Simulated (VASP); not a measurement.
# In (I4/mmm) in VASP: further runs

Runs on In. Level: PBE. Tasks: single point, relaxation of cell and atoms.

All numbers are computed with VASP 6.6.1; they aren't measurements. Logs are shortened: lines on timing, memory, paths and dates and some standing lists are left out, and cuts for length are marked.

## Step 1: The cell of the first run

It takes space group I4/mmm (No. 139, tetragonal). Conventional cell: a = 3.390 Å, b = 3.390 Å, c = 4.784 Å, α = 90.00°, β = 90.00°, γ = 90.00°. In (site symmetry 4/mmm) has 12 In at 3.39 Å within 4.5 Å.

This isn't the form of In at room conditions, which is tetragonal.

## Step 2: Single point, PBE

Input file INCAR:

```
ALGO     = Fast           # electronic algorithm
EDIFF    = 1E-6           # SCF threshold, eV
ENCUT    = 520            # plane-wave cutoff, eV
GGA      = PE             # functional
ISIF     = 2              # what is computed and relaxed
ISMEAR   = 0              # smearing method
LASPH    = True           # aspherical terms in the spheres
LCHARG   = True           # write CHGCAR
LELF     = True           # ELF
LREAL    = False          # projectors in reciprocal space
LVHAR    = True         
LWAVE    = False          # write WAVECAR
NBANDS   = 12             # bands
NELM     = 60             # most SCF steps
PREC     = Accurate       # precision mode
SIGMA    = 0.1            # smearing width, eV
```

Input file KPOINTS:

```
k-points
0
Gamma
  18 18 18
```

Input file POSCAR:

```
In
1.0
   -1.6951069690      1.6951069690      2.3920932114
    1.6951069690     -1.6951069690      2.3920932114
    1.6951069690      1.6951069690     -2.3920932114
In
1
Direct
    0.0000000000      0.0000000000      0.0000000000
```

Potentials or basis: VASP PAW PBE potentials, release 64 (In_d).

Run with:

```sh
cat potpaw_PBE.64/In_d/POTCAR > POTCAR
mpirun -np 1 vasp_std > vasp.out
```

OUTCAR:

```text
EDIFF = 1E-6
   ENCUT = 520
   GGA = PE
   ISIF = 2
   ISMEAR = 0
   LASPH = True
   LREAL = False
   NELM = 60
   PREC = Accurate

 ion  position               nearest neighbor table
   1  0.000  0.000  0.000-

  LATTYP: Found a body centered tetragonal cell.
 ALAT       =     3.3902139380
 C/A-ratio  =     1.4111753743

  Lattice vectors:

 A1 = (  -1.6951069690,   1.6951069690,   2.3920932114)
 A2 = (   1.6951069690,  -1.6951069690,   2.3920932114)
 A3 = (   1.6951069690,   1.6951069690,  -2.3920932114)

Analysis of symmetry for initial positions (statically):
=====================================================================
 Subroutine PRICEL returns:
 Original cell was already a primitive cell.

 Routine SETGRP: Setting up the symmetry group for a
 body centered tetragonal supercell.

 Subroutine GETGRP returns: Found 16 space group operations
 (whereof 16 operations were pure point group operations)
 out of a pool of 16 trial point group operations.

The static configuration has the point symmetry D_4h.

Analysis of symmetry for dynamics (positions and initial velocities):
=====================================================================
 Subroutine PRICEL returns:
 Original cell was already a primitive cell.

 Routine SETGRP: Setting up the symmetry group for a
 body centered tetragonal supercell.

 Subroutine GETGRP returns: Found 16 space group operations
 (whereof 16 operations were pure point group operations)
 out of a pool of 16 trial point group operations.

The dynamic configuration has the point symmetry D_4h.

 Subroutine INISYM returns: Found 16 space group operations
 (whereof 16 operations are pure point group operations),
 and found     1 'primitive' translations

----------------------------------------------------------------------------------------

                                     Primitive cell

  volume of cell :      27.4936

  direct lattice vectors                    reciprocal lattice vectors
    -1.695106969  1.695106969  2.392093211     0.000000000  0.294966636  0.209021955
     1.695106969 -1.695106969  2.392093211     0.294966636  0.000000000  0.209021955
     1.695106969  1.695106969 -2.392093211     0.294966636  0.294966636  0.000000000

  length of vectors
     3.386574258  3.386574258  3.386574258     0.361518318  0.361518318  0.417145817

  position of ions in fractional coordinates (direct lattice)
     0.000000000  0.000000000  0.000000000

  ion indices of the primitive-cell ions
   primitive index   ion index
                 1           1

----------------------------------------------------------------------------------------

 KPOINTS: k-points

Automatic generation of k-mesh.
 Grid dimensions read from file:
 generate k-points for:   18   18   18

 Generating k-lattice:

  Cartesian coordinates                     Fractional coordinates (reciprocal lattice)
     0.000000000  0.016387035  0.011612331     0.055555556 -0.000000000  0.000000000
     0.016387035  0.000000000  0.011612331    -0.000000000  0.055555556  0.000000000
     0.016387035  0.016387035  0.000000000     0.000000000  0.000000000  0.055555556

  Length of vectors
     0.020084351  0.020084351  0.023174768

  Shift w.r.t. Gamma in fractional coordinates (k-lattice)
     0.000000000  0.000000000  0.000000000

 Subroutine IBZKPT returns following result:
 ===========================================

 Found    480 irreducible k-points:

 Following reciprocal coordinates:
            Coordinates               Weight
  0.000000  0.000000  0.000000      1.000000
  0.055556 -0.000000  0.000000      8.000000
  0.111111 -0.000000  0.000000      8.000000
  0.166667  0.000000  0.000000      8.000000
  0.222222 -0.000000  0.000000      8.000000
  0.277778  0.000000  0.000000      8.000000
[... 16 lines left out ...]
 -0.277778  0.055556  0.000000     16.000000
 -0.222222  0.055556  0.000000     16.000000
 [... further k-points ...]
   k-points           NKPTS =    480   k-points in BZ     NKDIM =    480   number of bands    NBANDS=     12
   number of dos      NEDOS =    301   number of ions     NIONS =      1
   total plane-waves  NPLWV =  21952
   dimension x,y,z NGX =    28 NGY =   28 NGZ =   28
   dimension x,y,z NGXF=    56 NGYF=   56 NGZF=   56
   ions per type =               1
   NGX,Y,Z   is equivalent  to a cutoff of  13.75, 13.75, 13.75 a.u.
   NGXF,Y,Z  is equivalent  to a cutoff of  27.49, 27.49, 27.49 a.u.
 SYSTEM =  unknown system
   PREC   = accura    normal or accurate (medium, high low for compatibility)
   ISTART =      0    job   : 0-new  1-cont  2-samecut
   ICHARG =      2    charge: 1-file 2-atom 10-const
   ISPIN  =      1    spin polarized calculation?
   LNONCOLLINEAR =      F non collinear calculations
   LSORBIT =      F    spin-orbit coupling
   LASPH  =      T    aspherical Exc in radial PAW
   ENCUT  =  520.0 eV  38.22 Ry    6.18 a.u.   6.30  6.30  6.30*2*pi/ulx,y,z
   NELM   =     60;   NELMIN=  2; NELMDL= -5     # of ELM steps
   EDIFF  = 0.1E-05   stopping-criterion for ELM
   LREAL  =      F    real-space projection
   EDIFFG = 0.1E-04   stopping-criterion for IOM
   NSW    =      0    number of steps for IOM
   IBRION =     -1    ionic relax: 0-MD 1-quasi-New 2-CG
   NFREE  =      0    steps in history (QN), initial steepest desc. (CG)
   ISIF   =      2    stress and relaxation
   ISYM   =      2    0-nonsym 1-usesym 2-fastsym
   POTIM  = 0.5000    time-step for ionic-motion
   TEBEG  =    0.0;   TEEND  =   0.0 temperature during run
   PSTRESS=    0.0 pullay stress
   NELECT =      13.0000    total number of electrons
   NUPDOWN=      -1.0000    fix difference up-down
   EMIN   =  10.00;   EMAX   =-10.00  energy-range for DOS
   EFERMI =   0.00;   METHOD = LEGACY
   ISMEAR =     0;   SIGMA  =   0.10  broadening in eV -4-tet -1-fermi 0-gaus
   EFERMI_NEDOS =   21; number of points for ismear=-14 and -15
   IALGO  =     68    algorithm
   IMIX   =      4    mixing-type and parameters
     AMIX     =   0.40;   BMIX     =  1.00
     AMIX_MAG =   1.60;   BMIX_MAG =  1.00
  volume/ion in A,a.u.               =      27.49       185.54
  Fermi-wavevector in a.u.,A,eV,Ry     =   1.275396  2.410150 22.131725  1.626636
  Thomas-Fermi vector in A             =   2.408111
   LORBIT       =      0    0 simple, 1 ext, 2 COOP (PROOUT), +10 PAW based schemes
   GGA     = PE    functional components
   LHFCALC =     F    Hartree Fock is set to
   AEXX    =    0.0000 exact exchange contribution
   IVDW    =     0    specifies the selected vdW correction
   LEPSILON=     F    determine dielectric tensor
   LRPA    =     F    only Hartree local field effects (RPA)
 non-spin polarized calculation
 RMM-DIIS sequential band-by-band and
 Gauss-broadening in eV      SIGMA  =   0.10
  energy-cutoff  :      520.00
  volume of cell :       27.49
 maximum number of plane-waves:       756
 NGX is ok and might be reduce to    28
   NGX = 13   NGY = 13   NGZ = 13

 number of electron      12.9999997 magnetization

 Free energy of the ion-electron system (eV)
  ---------------------------------------------------
  ext. energy  EPLUGINS =         0.00000000
  ---------------------------------------------------
  free energy    TOTEN  =        -2.56237855 eV

  energy without entropy =       -2.56003920  energy(sigma->0) =       -2.56120888

 E-fermi :   6.9702     XC(G=0): -10.0199

 val. band max:        6.9684522761   @ k =  -0.3333  -0.4444   0.2222
 cond. band min:       6.9756533993   @ k =   0.4444   0.2222   0.1111
 fundamental gap:      0.0072011232
 Fermi energy:         6.9701861779

 k-point     1 :       0.0000    0.0000    0.0000
  band No.  band energies     occupation
      1      -7.6166      2.00000
      2      -7.6166      2.00000
      3      -7.6142      2.00000
      4      -7.4681      2.00000
      5      -7.4653      2.00000
      6      -2.2362      2.00000
      7      17.0976      0.00000
      8      17.1028      0.00000
      9      17.1028      0.00000
     10      18.3842      0.00000
     11      20.5522      0.00000
     12      20.5550      0.00000

 k-point     2 :       0.0556   -0.0000    0.0000
  band No.  band energies     occupation
      1      -7.6166      2.00000
      2      -7.6118      2.00000
      3      -7.6101      2.00000
      4      -7.4686      2.00000
      5      -7.4660      2.00000
      6      -2.1713      2.00000
      7      16.2351      0.00000
      8      16.9799      0.00000
      9      16.9810      0.00000
     10      18.2000      0.00000
     11      20.7577      0.00000
     12      20.7594      0.00000

 k-point     3 :       0.1111   -0.0000    0.0000
  band No.  band energies     occupation
      1      -7.6186      2.00000
      2      -7.5995      2.00000
      3      -7.5979      2.00000
      4      -7.4688      2.00000
      5      -7.4664      2.00000
      6      -1.9759      2.00000
      7      14.5112      0.00000
      8      16.6840      0.00000
      9      16.6883      0.00000
     10      18.0860      0.00000
     11      21.2953      0.00000
     12      21.3003      0.00000

 k-point     4 :       0.1667    0.0000    0.0000
  band No.  band energies     occupation
      1      -7.6229      2.00000
      2      -7.5860      2.00000
      3      -7.5843      2.00000
      4      -7.4633      2.00000
      5      -7.4615      2.00000
      6      -1.6479      2.00000
      7      12.6628      0.00000
      8      16.3223      0.00000
      9      16.3331      0.00000
     10      18.0054      0.00000
     11      21.5997      0.00000
     12      21.7708      0.00000

 k-point     5 :       0.2222   -0.0000    0.0000
  band No.  band energies     occupation
      1      -7.6298      2.00000
      2      -7.5797      2.00000
      3      -7.5777      2.00000
      4      -7.4461      2.00000
      5      -7.4450      2.00000
      6      -1.1852      2.00000
      7      10.8508      0.00000
      8      15.9649      0.00000
      9      15.9825      0.00000
     10      17.9318      0.00000
     11      21.0203      0.00000
     12      21.0751      0.00000
[... 228 lines left out ...]
      1      -7.6528      2.00000
      2      -7.5984      2.00000
      3      -7.5859      2.00000
      4      -7.3846      2.00000
      5      -7.3525      2.00000
      6       0.7635      2.00000
      7       6.5357      2.00000
      8      14.6608      0.00000
      9      15.0724      0.00000
     10      17.3082      0.00000
     11      19.7981      0.00000
     12      20.3194      0.00000

 k-point    22 :      -0.3333    0.0556    0.0000
  band No.  band energies     occupation
      1      -7.6457      2.00000
      2      -7.5882      2.00000
      3      -7.5768      2.00000
      4      -7.4173      2.00000
      5      -7.3791      2.00000
      6      -0.0552      2.00000
      7       8.0795      0.00000
      8      14.7622      0.00000
      9      15.4304      0.00000
     10      17.5743      0.00000
     11      19.7339      0.00000
     12      20.8161      0.00000

 k-point    23 :      -0.2778    0.0556    0.0000
  band No.  band energies     occupation
      1      -7.6386      2.00000
      2      -7.5788      2.00000
      3      -7.5699      2.00000
      4      -7.4496      2.00000
      5      -7.4092      2.00000
      6      -0.7434      2.00000
      7       9.7384      0.00000
      8      14.9662      0.00000
      9      15.7906      0.00000
     10      17.9375      0.00000
     11      19.7589      0.00000
     12      21.4329      0.00000

 k-point    24 :      -0.2222    0.0556    0.0000
  band No.  band energies     occupation
      1      -7.6330      2.00000
      2      -7.5757      2.00000
      3      -7.5697      2.00000
      4      -7.4731      2.00000
      5      -7.4352      2.00000
      6      -1.2967      2.00000
      7      11.4945      0.00000
      8      15.2649      0.00000
      9      16.1404      0.00000
     10      18.2325      0.00000
     11      19.9520      0.00000
     12      21.4499      0.00000

 [... further k-points ...]

------------------------ aborting loop because EDIFF is reached ----------------------------------------

  FORCE on cell =-STRESS in cart. coord.  units (eV):
  Direction    XX          YY          ZZ          XY          YZ          ZX
  --------------------------------------------------------------------------------------
  -------------------------------------------------------------------------------------
  Total       -0.0091532     -0.0091532     -0.0041875      0.0000000      0.0000000      0.0000000
  in kB       -0.5333982     -0.5333982     -0.2440261      0.0000000      0.0000000      0.0000000
  external PRESSURE =      -0.4369409 kB  Pullay stress =       0.0000000 kB

 VOLUME and BASIS-vectors are now :
 -----------------------------------------------------------------------------
  energy-cutoff  :      520.00
  volume of cell :       27.49
      direct lattice vectors                 reciprocal lattice vectors
    -1.695106969  1.695106969  2.392093211     0.000000000  0.294966636  0.209021955
     1.695106969 -1.695106969  2.392093211     0.294966636  0.000000000  0.209021955
     1.695106969  1.695106969 -2.392093211     0.294966636  0.294966636  0.000000000

 POSITION                                       TOTAL-FORCE (eV/Angst)
 -----------------------------------------------------------------------------------
      0.00000      0.00000      0.00000        -0.000000     -0.000000      0.000000
 -----------------------------------------------------------------------------------
    total drift:                               -0.000000     -0.000000     -0.000000

  FREE ENERGIE OF THE ION-ELECTRON SYSTEM (eV)
  ---------------------------------------------------
  free  energy   TOTEN  =        -2.5623785547 eV

  energy  without entropy=       -2.5600391975  energy(sigma->0) =       -2.56120888
```

It took 3.8 min on 1 thread of Intel Xeon Platinum 8259CL at 2.50GHz (Skylake/Cascade Lake), shared host; peak memory 0.27 GiB.

Results:

```yaml
Free_energy: -2.5624 eV
Pressure: 0.0 GPa
Band_gap_on_the_k_mesh: zero (an odd number of electrons rules out a gap without spin polarisation)
```

Levels at points of the mesh, in eV from the Fermi level:
```tsv
k point	band 3	band 4	band 5	band 6	band 7	band 8	band 9	band 10
(0.00, 0.00, 0.00)	-14.58	-14.44	-14.44	-9.21	10.13	10.13	10.13	11.41
(0.50, 0.00, 0.00)	-14.58	-14.30	-14.30	-4.29	-3.17	8.06	8.10	10.74
(0.50, 0.50, 0.00)	-14.31	-14.27	-14.26	-2.20	-2.06	3.94	3.95	7.13
(0.50, 0.50, 0.50)	-14.31	-14.26	-14.26	-2.16	-2.04	3.91	3.91	7.10
```

Caveat: spin-orbit coupling is left out, which moves the levels of the heavy elements.

## Step 3: Single point, PBE

Input file INCAR:

```
SYSTEM = In
PREC     = Accurate       ! precision mode
ENCUT    = 520            ! plane-wave cutoff, eV
EDIFF    = 1E-6           ! SCF threshold, eV
ISMEAR   = 0              ! smearing method
SIGMA    = 0.15           ! smearing width, eV
LREAL    = .FALSE.        ! projectors in reciprocal space
LASPH    = .TRUE.         ! aspherical terms in the spheres
NELM     = 100            ! most SCF steps
ALGO     = Fast           ! electronic algorithm
ISIF     = 2              ! what is computed and relaxed
LWAVE    = .FALSE.        ! write WAVECAR
LCHARG   = .FALSE.        ! write CHGCAR
GGA      = PE             ! functional
NBANDS   = 12             ! bands
```

Input file KPOINTS:

```
Automatic mesh
0
G
  18 18 18
  0 0 0
```

POSCAR is that of step 2.

Potentials or basis: VASP PAW PBE potentials, release 64 (In_d).

Run with:

```sh
cat potpaw_PBE.64/In_d/POTCAR > POTCAR
mpirun -np 1 vasp_std > vasp.out
```

Run time: 4.2 min. Hardware: 1 thread of Intel Xeon Platinum 8259CL at 2.50GHz (Skylake/Cascade Lake), shared host; peak memory 0.27 GiB.

Results (log left out):

```
Free energy            : -2.5637 eV
Pressure               : 0.0 GPa
Band gap on the k mesh : zero (an odd number of electrons rules out a gap without spin polarisation)
```

Levels at points of the mesh, in eV from the Fermi level:
```
           k point  band 4  band 5  band 6  band 7  band 8  band 9
(0.00, 0.00, 0.00)  -14.44  -14.44   -9.21   10.12   10.13   10.13
(0.50, 0.00, 0.00)  -14.30  -14.30   -4.30   -3.17    8.05    8.09
(0.50, 0.50, 0.00)  -14.27  -14.27   -2.20   -2.07    3.93    3.94
(0.50, 0.50, 0.50)  -14.27  -14.27   -2.16   -2.04    3.91    3.91
```

Caveat: spin-orbit coupling is left out, which moves the levels of the heavy elements.

(Continued in part 2 of 2.)
